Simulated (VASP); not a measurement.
# Se in VASP: settings compared

The runs below take Se through single point, with PBE, LDA.

All numbers are computed with VASP 6.6.1; they aren't measurements. Logs are shortened: lines on timing, memory, paths and dates and some standing lists are left out, and cuts for length are marked.

**1. The cell of the first run**

Symmetry: Im-3m, No. 229, cubic system. The conventional cell has a = 3.407 Å, b = 3.407 Å, c = 3.407 Å, α = 90.00°, β = 90.00°, γ = 90.00°. Within 3.9 Å of Se (site symmetry m-3m) lie 14 Se at 2.95 to 3.41 Å.

This isn't the form of Se at room conditions, which is trigonal, of chains.

**2. Single point, PBE, collinear spin**

INCAR reads:

```
SYSTEM = Se
PREC = Accurate ; ENCUT = 520
EDIFF = 1E-7 ; ISMEAR = -1
SIGMA = 0.026 ; LREAL = .False.
LASPH = .True. ; NELM = 150
ALGO = Normal ; ISIF = 2
LWAVE = .False. ; LCHARG = .False.
ISPIN = 2 ; MAGMOM = 3.04
LORBIT = 11 ; NUPDOWN = 4.0
GGA = PE ; NBANDS = 13
```

KPOINTS reads:

```
regular mesh
0
Gamma
  10 10 10
  0 0 0
```

POSCAR reads:

```
Se
1.0
   -1.7034486149      1.7034486149      1.7034486149
    1.7034486149     -1.7034486149      1.7034486149
    1.7034486149      1.7034486149     -1.7034486149
Se
1
Direct
    0.0000000000      0.0000000000      0.0000000000
```

Potentials or basis: VASP PAW PBE potentials, release 64 (Se).

Started as:

```
$ cat potpaw_PBE.64/Se/POTCAR > POTCAR
$ mpirun -np 1 vasp_std > vasp.out
```

OUTCAR:

```text
SYSTEM = Se
   PREC = Accurate
   ENCUT = 520
   EDIFF = 1E-7
   ISMEAR = -1
   LREAL = .False.
   LASPH = .True.
   NELM = 150
   ISIF = 2
   ISPIN = 2
   LORBIT = 11
   NUPDOWN = 4.0
   GGA = PE

 ion  position               nearest neighbor table
   1  0.000  0.000  0.000-

  LATTYP: Found a body centered cubic cell.
 ALAT       =     3.4068972298

  Lattice vectors:

 A1 = (  -1.7034486149,   1.7034486149,   1.7034486149)
 A2 = (   1.7034486149,  -1.7034486149,   1.7034486149)
 A3 = (   1.7034486149,   1.7034486149,  -1.7034486149)

Analysis of symmetry for initial positions (statically):
=====================================================================
 Subroutine PRICEL returns:
 Original cell was already a primitive cell.

 Routine SETGRP: Setting up the symmetry group for a
 body centered cubic supercell.

 Subroutine GETGRP returns: Found 48 space group operations
 (whereof 48 operations were pure point group operations)
 out of a pool of 48 trial point group operations.

The static configuration has the point symmetry O_h .

Analysis of symmetry for dynamics (positions and initial velocities):
=====================================================================
 Subroutine PRICEL returns:
 Original cell was already a primitive cell.

 Routine SETGRP: Setting up the symmetry group for a
 body centered cubic supercell.

 Subroutine GETGRP returns: Found 48 space group operations
 (whereof 48 operations were pure point group operations)
 out of a pool of 48 trial point group operations.

The dynamic configuration has the point symmetry O_h .

Analysis of structural, dynamic, and magnetic symmetry:
=====================================================================
 Subroutine PRICEL returns:
 Original cell was already a primitive cell.

 Routine SETGRP: Setting up the symmetry group for a
 body centered cubic supercell.

 Subroutine GETGRP returns: Found 48 space group operations
 (whereof 48 operations were pure point group operations)
 out of a pool of 48 trial point group operations.

The overall configuration has the point symmetry O_h .

 Subroutine INISYM returns: Found 48 space group operations
 (whereof 48 operations are pure point group operations),
 and found     1 'primitive' translations

----------------------------------------------------------------------------------------

                                     Primitive cell

  volume of cell :      19.7718

  direct lattice vectors                    reciprocal lattice vectors
    -1.703448615  1.703448615  1.703448615     0.000000000  0.293522209  0.293522209
     1.703448615 -1.703448615  1.703448615     0.293522209  0.000000000  0.293522209
     1.703448615  1.703448615 -1.703448615     0.293522209  0.293522209  0.000000000

  length of vectors
     2.950459549  2.950459549  2.950459549     0.415103089  0.415103089  0.415103089

  position of ions in fractional coordinates (direct lattice)
     0.000000000  0.000000000  0.000000000

  ion indices of the primitive-cell ions
   primitive index   ion index
                 1           1

----------------------------------------------------------------------------------------

 KPOINTS: regular mesh

Automatic generation of k-mesh.
 Grid dimensions read from file:
 generate k-points for:   10   10   10

 Generating k-lattice:

  Cartesian coordinates                     Fractional coordinates (reciprocal lattice)
     0.000000000  0.029352221  0.029352221     0.100000000  0.000000000  0.000000000
     0.029352221  0.000000000  0.029352221     0.000000000  0.100000000  0.000000000
     0.029352221  0.029352221  0.000000000     0.000000000  0.000000000  0.100000000

  Length of vectors
     0.041510309  0.041510309  0.041510309

  Shift w.r.t. Gamma in fractional coordinates (k-lattice)
     0.000000000  0.000000000  0.000000000

 Subroutine IBZKPT returns following result:
 ===========================================

 Found     47 irreducible k-points:

 Following reciprocal coordinates:
            Coordinates               Weight
  0.000000  0.000000  0.000000      1.000000
  0.100000  0.000000  0.000000     12.000000
  0.200000  0.000000  0.000000     12.000000
  0.300000  0.000000  0.000000     12.000000
  0.400000  0.000000  0.000000     12.000000
  0.500000  0.000000  0.000000      6.000000
[... 16 lines left out ...]
  0.300000  0.300000  0.100000      8.000000
 -0.300000  0.300000  0.100000     24.000000
 [... further k-points ...]
   k-points           NKPTS =     47   k-points in BZ     NKDIM =     47   number of bands    NBANDS=     13
   number of dos      NEDOS =    301   number of ions     NIONS =      1
   total plane-waves  NPLWV =  13824
   dimension x,y,z NGX =    24 NGY =   24 NGZ =   24
   dimension x,y,z NGXF=    48 NGYF=   48 NGZF=   48
   ions per type =               1
   NGX,Y,Z   is equivalent  to a cutoff of  13.52, 13.52, 13.52 a.u.
   NGXF,Y,Z  is equivalent  to a cutoff of  27.05, 27.05, 27.05 a.u.
 SYSTEM =  Se
   PREC   = accura    normal or accurate (medium, high low for compatibility)
   ISTART =      0    job   : 0-new  1-cont  2-samecut
   ICHARG =      2    charge: 1-file 2-atom 10-const
   ISPIN  =      2    spin polarized calculation?
   LNONCOLLINEAR =      F non collinear calculations
   LSORBIT =      F    spin-orbit coupling
   LASPH  =      T    aspherical Exc in radial PAW
   ENCUT  =  520.0 eV  38.22 Ry    6.18 a.u.   5.49  5.49  5.49*2*pi/ulx,y,z
   NELM   =    150;   NELMIN=  2; NELMDL= -5     # of ELM steps
   EDIFF  = 0.1E-06   stopping-criterion for ELM
   LREAL  =      F    real-space projection
   EDIFFG = 0.1E-05   stopping-criterion for IOM
   NSW    =      0    number of steps for IOM
   IBRION =     -1    ionic relax: 0-MD 1-quasi-New 2-CG
   NFREE  =      0    steps in history (QN), initial steepest desc. (CG)
   ISIF   =      2    stress and relaxation
   ISYM   =      2    0-nonsym 1-usesym 2-fastsym
   POTIM  = 0.5000    time-step for ionic-motion
   TEBEG  =    0.0;   TEEND  =   0.0 temperature during run
   PSTRESS=    0.0 pullay stress
   NELECT =       6.0000    total number of electrons
   NUPDOWN=       4.0000    fix difference up-down
   EMIN   =  10.00;   EMAX   =-10.00  energy-range for DOS
   EFERMI =   0.00;   METHOD = LEGACY
   ISMEAR =    -1;   SIGMA  =   0.03  broadening in eV -4-tet -1-fermi 0-gaus
   EFERMI_NEDOS =   21; number of points for ismear=-14 and -15
   IALGO  =     38    algorithm
   IMIX   =      4    mixing-type and parameters
     AMIX     =   0.40;   BMIX     =  1.00
     AMIX_MAG =   1.60;   BMIX_MAG =  1.00
  volume/ion in A,a.u.               =      19.77       133.43
  Fermi-wavevector in a.u.,A,eV,Ry     =   1.100127  2.078939 16.466855  1.210280
  Thomas-Fermi vector in A             =   2.236533
   LORBIT       =     11    0 simple, 1 ext, 2 COOP (PROOUT), +10 PAW based schemes
   GGA     = PE    functional components
   LHFCALC =     F    Hartree Fock is set to
   AEXX    =    0.0000 exact exchange contribution
   IVDW    =     0    specifies the selected vdW correction
   LEPSILON=     F    determine dielectric tensor
   LRPA    =     F    only Hartree local field effects (RPA)
 spin polarized calculation
  energy-cutoff  :      520.00
  volume of cell :       19.77
 maximum number of plane-waves:       555
 NGX is ok and might be reduce to    24
   NGX = 11   NGY = 11   NGZ = 11

 number of electron       6.0000000 magnetization       4.0000072

 Free energy of the ion-electron system (eV)
  ---------------------------------------------------
  ext. energy  EPLUGINS =         0.00000000
  ---------------------------------------------------
  free energy    TOTEN  =         9.47767041 eV

  energy without entropy =        9.47913097  energy(sigma->0) =        9.47840069

 E-fermi :  -2.4884     XC(G=0): -10.3527

 val. band max:       14.0385552048   @ k =  -0.4000   0.5000   0.2000
 cond. band min:       0.9976367798   @ k =   0.5000   0.0000   0.0000
 fundamental gap:    -13.0409184251
 Fermi energy:        14.0401438213

 spin component 1

 k-point     1 :       0.0000    0.0000    0.0000
  band No.  band energies     occupation
      1     -11.9703      1.00000
      2       7.4366      1.00000
      3       7.4366      1.00000
      4       7.4366      1.00000
      5      16.0349      0.00000
      6      16.9474      0.00000
      7      16.9474      0.00000
      8      16.9474      0.00000
      9      19.9141      0.00000
     10      19.9141      0.00000
     11      21.7059      0.00000
     12      21.7059      0.00000
     13      21.7059      0.00000
[... 353 lines left out ...]
 k-point    24 :      -0.3000    0.3000    0.1000
  band No.  band energies     occupation
      1      -9.9332      1.00000
      2       0.9759      1.00000
      3       4.7141      1.00000
      4       5.9885      1.00000
      5      13.1454      1.00000
      6      14.6707      0.00000
      7      16.4918      0.00000
      8      21.8775      0.00000
      9      22.7069      0.00000
     10      23.9942      0.00000
     11      26.6020      0.00000
     12      29.9576      0.00000
     13      30.5014      0.00000

 [... further k-points ...]

 spin component 2

 k-point     1 :       0.0000    0.0000    0.0000
  band No.  band energies     occupation
      1      -8.7518      1.00000
      2      10.6119      0.00000
      3      10.6119      0.00000
      4      10.6119      0.00000
      5      19.1976      0.00000
      6      20.2510      0.00000
      7      20.2510      0.00000
      8      20.2510      0.00000
      9      23.4809      0.00000
     10      23.4809      0.00000
     11      25.4637      0.00000
     12      25.4637      0.00000
     13      25.4637      0.00000
[... 353 lines left out ...]
 k-point    24 :      -0.3000    0.3000    0.1000
  band No.  band energies     occupation
      1      -6.7756      1.00000
      2       4.2877      0.00000
      3       7.9587      0.00000
      4       9.2340      0.00000
      5      16.6711      0.00000
      6      18.0913      0.00000
      7      19.9931      0.00000
      8      25.2157      0.00000
      9      25.9805      0.00000
     10      27.4414      0.00000
     11      30.0036      0.00000
     12      33.5468      0.00000
     13      34.0854      0.00000

 [... further k-points ...]

------------------------ aborting loop because EDIFF is reached ----------------------------------------

  FORCE on cell =-STRESS in cart. coord.  units (eV):
  Direction    XX          YY          ZZ          XY          YZ          ZX
  --------------------------------------------------------------------------------------
  -------------------------------------------------------------------------------------
  Total        8.8146494      8.8146494      8.8146494      0.0000000     -0.0000000      0.0000000
  in kB      714.2800503    714.2800503    714.2800503      0.0000000     -0.0000000      0.0000000
  external PRESSURE =     714.2800503 kB  Pullay stress =       0.0000000 kB

 VOLUME and BASIS-vectors are now :
 -----------------------------------------------------------------------------
  energy-cutoff  :      520.00
  volume of cell :       19.77
      direct lattice vectors                 reciprocal lattice vectors
    -1.703448615  1.703448615  1.703448615     0.000000000  0.293522209  0.293522209
     1.703448615 -1.703448615  1.703448615     0.293522209  0.000000000  0.293522209
     1.703448615  1.703448615 -1.703448615     0.293522209  0.293522209  0.000000000

 POSITION                                       TOTAL-FORCE (eV/Angst)
 -----------------------------------------------------------------------------------
      0.00000      0.00000      0.00000         0.000000      0.000000      0.000000
 -----------------------------------------------------------------------------------
    total drift:                                0.000000      0.000000      0.000000

  FREE ENERGIE OF THE ION-ELECTRON SYSTEM (eV)
  ---------------------------------------------------
  free  energy   TOTEN  =         9.4776704138 eV

  energy  without entropy=        9.4791309713  energy(sigma->0) =        9.47840069

 total charge

# of ion       s       p       d       tot
------------------------------------------
    1        1.537   1.787   0.295   3.619

 magnetization (x)

# of ion       s       p       d       tot
------------------------------------------
    1        0.119   1.761   0.292   2.172
```

It took 34 s on 1 thread of Intel Xeon 8259CL, shared host; peak memory 0.15 GiB.

What came out:

| Property | Result |
| --- | --- |
| Free energy | 9.4777 eV |
| Pressure | 71.4 GPa |
| Net moment | 4.00 μB per cell |
| Site moments | Se +2.17 μB |
| Valence electrons inside the program's atomic spheres | Se 3.62 |

Caveat: the cell stands under pressure; the total moment is fixed, so each spin has its own Fermi level and the state may be an excited one.

[end of part 1 of 3]
